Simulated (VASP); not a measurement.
A run of VASP 6.6.1:

POSCAR

```
MgO2
1.0
   -2.0008843491      2.0008843491      2.3643984468
    2.0008843491     -2.0008843491      2.3643984468
    2.0008843491      2.0008843491     -2.3643984468
Mg O
2 4
Direct
    0.2500000000      0.2500000000      0.0000000000
    0.7500000000      0.7500000000      0.0000000000
    0.1236170697      0.6236170697      0.7472341394
    0.6236170697      0.8763829303      0.5000000000
    0.8763829303      0.3763829303      0.2527658606
    0.3763829303      0.1236170697      0.5000000000
```

INCAR.step1

```
ALGO = Normal ; EDIFF = 1E-5
EDIFFG = -0.005 ; ENCUT = 660
GGA = PE ; GGA_COMPAT = F
IBRION = 2 ; ISIF = 3
ISMEAR = 0 ; LASPH = T
LCHARG = F ; LREAL = F
LWAVE = T ; NELM = 120
NELMIN = 4 ; NSW = 100
PREC = Accurate ; SIGMA = 0.02
```

INCAR.step2

```
ALGO = Normal ; EDIFF = 1E-7
EDIFFG = -0.002 ; ENCUT = 660
GGA_COMPAT = F ; IBRION = 2
ISIF = 3 ; ISMEAR = 0
ISTART = 1 ; LASPH = T
LCHARG = F ; LMIXTAU = T
LREAL = F ; LWAVE = F
METAGGA = R2SCAN ; NELM = 120
NELMIN = 4 ; NSW = 100
PREC = Accurate ; PSTRESS = 935.0
SIGMA = 0.02
```

File KPOINTS:

```
k-points
0
Gamma
  8 8 8
```

Potentials or basis: VASP PAW PBE potentials, release 64 (Mg, O).

Command:

```sh
$ cat potpaw_PBE.64/Mg/POTCAR potpaw_PBE.64/O/POTCAR > POTCAR
$ cp INCAR.step1 INCAR
$ mpirun -np 1 vasp_std > vasp.out
$ cp INCAR.step2 INCAR
$ mpirun -np 1 vasp_std > vasp.out
```

Hardware: 1 thread of Intel Xeon 8259CL (shared host).

**Question.** Estimate the wall time of this run.

**Answer.** Run time: 16 min on 1 thread of Intel Xeon 8259CL (shared host), peak memory 0.24 GiB. Counts: k points 59, ion steps 5.
